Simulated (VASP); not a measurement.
# K (Im-3m) in VASP: single point with PBE

Aim: the single point of K with PBE.

Program: VASP 6.6.1. These are calculated values, not measurements. Logs are shortened: lines on timing, memory, paths and dates and some standing lists are left out, and cuts for length are marked.

## Step 1: The cell of the first run

Symmetry: Im-3m, No. 229, cubic system. Conventional cell: a = 5.284 Å, b = 5.284 Å, c = 5.284 Å, α = 90.00°, β = 90.00°, γ = 90.00°.

## Step 2: Single point, PBE

Input file INCAR:

```
SYSTEM = K
PREC     = Accurate       ! precision mode
ENCUT    = 520            ! plane-wave cutoff, eV
EDIFF    = 1E-7           ! SCF threshold, eV
ISMEAR   = 0              ! smearing method
SIGMA    = 0.05           ! smearing width, eV
LREAL    = .False.        ! projectors in reciprocal space
LASPH    = .True.         ! aspherical terms in the spheres
NELM     = 60             ! most SCF steps
ALGO     = Normal         ! electronic algorithm
ISIF     = 2              ! what is computed and relaxed
LWAVE    = .False.        ! write WAVECAR
LCHARG   = .False.        ! write CHGCAR
GGA      = PE             ! functional
NBANDS   = 10             ! bands
```

Input file KPOINTS:

```
regular mesh
0
Gamma
  12 12 12
  0 0 0
```

Input file POSCAR:

```
K
1.0
   -2.6420288380      2.6420288380      2.6420288380
    2.6420288380     -2.6420288380      2.6420288380
    2.6420288380      2.6420288380     -2.6420288380
K
1
Direct
    0.0000000000      0.0000000000      0.0000000000
```

Potentials or basis: VASP PAW PBE potentials, release 64 (K_sv).

Run with:

```sh
$ cat potpaw_PBE.64/K_sv/POTCAR > POTCAR
$ mpirun -np 1 vasp_std > vasp.out
```

OUTCAR:

```text
SYSTEM = K
   PREC = Accurate
   ENCUT = 520
   EDIFF = 1E-7
   ISMEAR = 0
   LREAL = .False.
   LASPH = .True.
   NELM = 60
   ISIF = 2
   GGA = PE

 ion  position               nearest neighbor table
   1  0.000  0.000  0.000-

  LATTYP: Found a body centered cubic cell.
 ALAT       =     5.2840576760

  Lattice vectors:

 A1 = (  -2.6420288380,   2.6420288380,   2.6420288380)
 A2 = (   2.6420288380,  -2.6420288380,   2.6420288380)
 A3 = (   2.6420288380,   2.6420288380,  -2.6420288380)

Analysis of symmetry for initial positions (statically):
=====================================================================
 Subroutine PRICEL returns:
 Original cell was already a primitive cell.

 Routine SETGRP: Setting up the symmetry group for a
 body centered cubic supercell.

 Subroutine GETGRP returns: Found 48 space group operations
 (whereof 48 operations were pure point group operations)
 out of a pool of 48 trial point group operations.

The static configuration has the point symmetry O_h .

Analysis of symmetry for dynamics (positions and initial velocities):
=====================================================================
 Subroutine PRICEL returns:
 Original cell was already a primitive cell.

 Routine SETGRP: Setting up the symmetry group for a
 body centered cubic supercell.

 Subroutine GETGRP returns: Found 48 space group operations
 (whereof 48 operations were pure point group operations)
 out of a pool of 48 trial point group operations.

The dynamic configuration has the point symmetry O_h .

 Subroutine INISYM returns: Found 48 space group operations
 (whereof 48 operations are pure point group operations),
 and found     1 'primitive' translations

----------------------------------------------------------------------------------------

                                     Primitive cell

  volume of cell :      73.7688

  direct lattice vectors                    reciprocal lattice vectors
    -2.642028838  2.642028838  2.642028838     0.000000000  0.189248502  0.189248502
     2.642028838 -2.642028838  2.642028838     0.189248502  0.000000000  0.189248502
     2.642028838  2.642028838 -2.642028838     0.189248502  0.189248502  0.000000000

  length of vectors
     4.576128182  4.576128182  4.576128182     0.267637798  0.267637798  0.267637798

  position of ions in fractional coordinates (direct lattice)
     0.000000000  0.000000000  0.000000000

  ion indices of the primitive-cell ions
   primitive index   ion index
                 1           1

----------------------------------------------------------------------------------------

 KPOINTS: regular mesh

Automatic generation of k-mesh.
 Grid dimensions read from file:
 generate k-points for:   12   12   12

 Generating k-lattice:

  Cartesian coordinates                     Fractional coordinates (reciprocal lattice)
     0.000000000  0.015770709  0.015770709     0.083333333  0.000000000  0.000000000
     0.015770709  0.000000000  0.015770709     0.000000000  0.083333333  0.000000000
     0.015770709  0.015770709  0.000000000     0.000000000  0.000000000  0.083333333

  Length of vectors
     0.022303150  0.022303150  0.022303150

  Shift w.r.t. Gamma in fractional coordinates (k-lattice)
     0.000000000  0.000000000  0.000000000

 Subroutine IBZKPT returns following result:
 ===========================================

 Found     72 irreducible k-points:

 Following reciprocal coordinates:
            Coordinates               Weight
  0.000000  0.000000  0.000000      1.000000
  0.083333  0.000000  0.000000     12.000000
  0.166667  0.000000  0.000000     12.000000
  0.250000  0.000000  0.000000     12.000000
  0.333333  0.000000  0.000000     12.000000
  0.416667  0.000000  0.000000     12.000000
[... 16 lines left out ...]
  0.333333  0.083333  0.083333     24.000000
  0.416667  0.083333  0.083333     12.000000
 [... further k-points ...]
   k-points           NKPTS =     72   k-points in BZ     NKDIM =     72   number of bands    NBANDS=     10
   number of dos      NEDOS =    301   number of ions     NIONS =      1
   total plane-waves  NPLWV =  46656
   dimension x,y,z NGX =    36 NGY =   36 NGZ =   36
   dimension x,y,z NGXF=    72 NGYF=   72 NGZF=   72
   ions per type =               1
   NGX,Y,Z   is equivalent  to a cutoff of  13.08, 13.08, 13.08 a.u.
   NGXF,Y,Z  is equivalent  to a cutoff of  26.16, 26.16, 26.16 a.u.
 SYSTEM =  K
   PREC   = accura    normal or accurate (medium, high low for compatibility)
   ISTART =      0    job   : 0-new  1-cont  2-samecut
   ICHARG =      2    charge: 1-file 2-atom 10-const
   ISPIN  =      1    spin polarized calculation?
   LNONCOLLINEAR =      F non collinear calculations
   LSORBIT =      F    spin-orbit coupling
   LASPH  =      T    aspherical Exc in radial PAW
   ENCUT  =  520.0 eV  38.22 Ry    6.18 a.u.   8.51  8.51  8.51*2*pi/ulx,y,z
   NELM   =     60;   NELMIN=  2; NELMDL= -5     # of ELM steps
   EDIFF  = 0.1E-06   stopping-criterion for ELM
   LREAL  =      F    real-space projection
   EDIFFG = 0.1E-05   stopping-criterion for IOM
   NSW    =      0    number of steps for IOM
   IBRION =     -1    ionic relax: 0-MD 1-quasi-New 2-CG
   NFREE  =      0    steps in history (QN), initial steepest desc. (CG)
   ISIF   =      2    stress and relaxation
   ISYM   =      2    0-nonsym 1-usesym 2-fastsym
   POTIM  = 0.5000    time-step for ionic-motion
   TEBEG  =    0.0;   TEEND  =   0.0 temperature during run
   PSTRESS=    0.0 pullay stress
   NELECT =       9.0000    total number of electrons
   NUPDOWN=      -1.0000    fix difference up-down
   EMIN   =  10.00;   EMAX   =-10.00  energy-range for DOS
   EFERMI =   0.00;   METHOD = LEGACY
   ISMEAR =     0;   SIGMA  =   0.05  broadening in eV -4-tet -1-fermi 0-gaus
   EFERMI_NEDOS =   21; number of points for ismear=-14 and -15
   IALGO  =     38    algorithm
   IMIX   =      4    mixing-type and parameters
     AMIX     =   0.40;   BMIX     =  1.00
     AMIX_MAG =   1.60;   BMIX_MAG =  1.00
  volume/ion in A,a.u.               =      73.77       497.82
  Fermi-wavevector in a.u.,A,eV,Ry     =   0.811954  1.534371  8.969904  0.659269
  Thomas-Fermi vector in A             =   1.921408
   LORBIT       =      0    0 simple, 1 ext, 2 COOP (PROOUT), +10 PAW based schemes
   GGA     = PE    functional components
   LHFCALC =     F    Hartree Fock is set to
   AEXX    =    0.0000 exact exchange contribution
   IVDW    =     0    specifies the selected vdW correction
   LEPSILON=     F    determine dielectric tensor
   LRPA    =     F    only Hartree local field effects (RPA)
 non-spin polarized calculation
 Gauss-broadening in eV      SIGMA  =   0.05
  energy-cutoff  :      520.00
  volume of cell :       73.77
 maximum number of plane-waves:      2006
 NGX is ok and might be reduce to    36
   NGX = 17   NGY = 17   NGZ = 17

 number of electron       9.0000001 magnetization

 Free energy of the ion-electron system (eV)
  ---------------------------------------------------
  ext. energy  EPLUGINS =         0.00000000
  ---------------------------------------------------
  free energy    TOTEN  =        -1.04630802 eV

  energy without entropy =       -1.04468065  energy(sigma->0) =       -1.04549434

 E-fermi :  -0.1426     XC(G=0):  -5.6441

 val. band max:       -0.1591435488   @ k =   0.2500   0.2500   0.0000
 cond. band min:      -0.0933544975   @ k =   0.3333   0.1667   0.0000
 fundamental gap:      0.0657890513
 Fermi energy:        -0.1425533744

 k-point     1 :       0.0000    0.0000    0.0000
  band No.  band energies     occupation
      1     -32.2602      2.00000
      2     -15.7100      2.00000
      3     -15.7100      2.00000
      4     -15.7100      2.00000
      5      -2.2785      2.00000
      6       4.1649      0.00000
      7       4.1649      0.00000
      8       4.1649      0.00000
      9       5.0722      0.00000
     10       5.0722      0.00000

 k-point     2 :       0.0833    0.0000    0.0000
  band No.  band energies     occupation
      1     -32.2600      2.00000
      2     -15.7146      2.00000
      3     -15.7115      2.00000
      4     -15.7100      2.00000
      5      -2.1923      2.00000
      6       4.0349      0.00000
      7       4.0516      0.00000
      8       4.2334      0.00000
      9       4.9149      0.00000
     10       5.0491      0.00000

 k-point     3 :       0.1667    0.0000    0.0000
  band No.  band energies     occupation
      1     -32.2592      2.00000
      2     -15.7269      2.00000
      3     -15.7157      2.00000
      4     -15.7100      2.00000
      5      -1.9375      2.00000
      6       3.5328      0.00000
      7       3.7868      0.00000
      8       4.4366      0.00000
      9       4.8278      0.00000
     10       5.0131      0.00000

 k-point     4 :       0.2500    0.0000    0.0000
  band No.  band energies     occupation
      1     -32.2582      2.00000
      2     -15.7437      2.00000
      3     -15.7213      2.00000
      4     -15.7100      2.00000
      5      -1.5255      2.00000
      6       2.8074      0.00000
      7       3.4934      0.00000
      8       4.7688      0.00000
      9       4.8923      0.00000
     10       5.0249      0.00000

 k-point     5 :       0.3333    0.0000    0.0000
  band No.  band energies     occupation
      1     -32.2572      2.00000
      2     -15.7603      2.00000
      3     -15.7270      2.00000
      4     -15.7099      2.00000
      5      -0.9751      2.00000
      6       2.0276      0.00000
      7       3.2492      0.00000
      8       4.9100      0.00000
      9       5.1282      0.00000
     10       5.2200      0.00000

 k-point     6 :       0.4167    0.0000    0.0000
  band No.  band energies     occupation
      1     -32.2565      2.00000
      2     -15.7723      2.00000
      3     -15.7311      2.00000
      4     -15.7099      2.00000
      5      -0.3144      2.00000
      6       1.2367      0.00000
      7       3.0919      0.00000
      8       4.8035      0.00000
      9       5.3429      0.00000
     10       5.7754      0.00000
[... 183 lines left out ...]
 k-point    21 :       0.1667    0.0833    0.0833
  band No.  band energies     occupation
      1     -32.2579      2.00000
      2     -15.7489      2.00000
      3     -15.7194      2.00000
      4     -15.7136      2.00000
      5      -1.3638      2.00000
      6       2.7775      0.00000
      7       3.0791      0.00000
      8       4.7372      0.00000
      9       5.0513      0.00000
     10       5.1833      0.00000

 k-point    22 :       0.2500    0.0833    0.0833
  band No.  band energies     occupation
      1     -32.2570      2.00000
      2     -15.7609      2.00000
      3     -15.7268      2.00000
      4     -15.7139      2.00000
      5      -0.8194      2.00000
      6       2.0765      0.00000
      7       2.8422      0.00000
      8       4.7620      0.00000
      9       5.2091      0.00000
     10       5.3323      0.00000

 k-point    23 :       0.3333    0.0833    0.0833
  band No.  band energies     occupation
      1     -32.2564      2.00000
      2     -15.7692      2.00000
      3     -15.7328      2.00000
      4     -15.7141      2.00000
      5      -0.1649      1.47296
      6       1.3333      0.00000
      7       2.6964      0.00000
      8       4.5652      0.00000
      9       5.4552      0.00000
     10       5.5027      0.00000

 k-point    24 :       0.4167    0.0833    0.0833
  band No.  band energies     occupation
      1     -32.2561      2.00000
      2     -15.7721      2.00000
      3     -15.7351      2.00000
      4     -15.7142      2.00000
      5       0.4944      0.00000
      6       0.6452      0.00000
      7       2.6473      0.00000
      8       4.4600      0.00000
      9       5.5826      0.00000
     10       5.6190      0.00000

 [... further k-points ...]

------------------------ aborting loop because EDIFF is reached ----------------------------------------

  FORCE on cell =-STRESS in cart. coord.  units (eV):
  Direction    XX          YY          ZZ          XY          YZ          ZX
  --------------------------------------------------------------------------------------
  -------------------------------------------------------------------------------------
  Total       -0.0053914     -0.0053914     -0.0053914      0.0000000      0.0000000      0.0000000
  in kB       -0.1170953     -0.1170953     -0.1170953      0.0000000      0.0000000      0.0000000
  external PRESSURE =      -0.1170953 kB  Pullay stress =       0.0000000 kB

 VOLUME and BASIS-vectors are now :
 -----------------------------------------------------------------------------
  energy-cutoff  :      520.00
  volume of cell :       73.77
      direct lattice vectors                 reciprocal lattice vectors
    -2.642028838  2.642028838  2.642028838     0.000000000  0.189248502  0.189248502
     2.642028838 -2.642028838  2.642028838     0.189248502  0.000000000  0.189248502
     2.642028838  2.642028838 -2.642028838     0.189248502  0.189248502  0.000000000

 POSITION                                       TOTAL-FORCE (eV/Angst)
 -----------------------------------------------------------------------------------
      0.00000      0.00000      0.00000        -0.000000      0.000000      0.000000
 -----------------------------------------------------------------------------------
    total drift:                               -0.000000      0.000000      0.000000

  FREE ENERGIE OF THE ION-ELECTRON SYSTEM (eV)
  ---------------------------------------------------
  free  energy   TOTEN  =        -1.0463080210 eV

  energy  without entropy=       -1.0446806514  energy(sigma->0) =       -1.04549434
```

Run time: 60 s. Hardware: 1 thread of AMD EPYC 7R13, shared host; peak memory 0.22 GiB.

What came out:

```
Free energy : -1.0463 eV
Pressure    : 0.0 GPa
```

Levels at points of the mesh, in eV from the Fermi level:
| k point | band 2 | band 3 | band 4 | band 5 | band 6 | band 7 |
| --- | --- | --- | --- | --- | --- | --- |
| (0.00, 0.00, 0.00) | -15.57 | -15.57 | -15.57 | -2.14 | 4.31 | 4.31 |
| (0.50, 0.00, 0.00) | -15.63 | -15.59 | -15.57 | 0.46 | 0.70 | 3.18 |
| (0.50, 0.50, 0.50) | -15.62 | -15.62 | -15.62 | 1.69 | 1.69 | 3.49 |
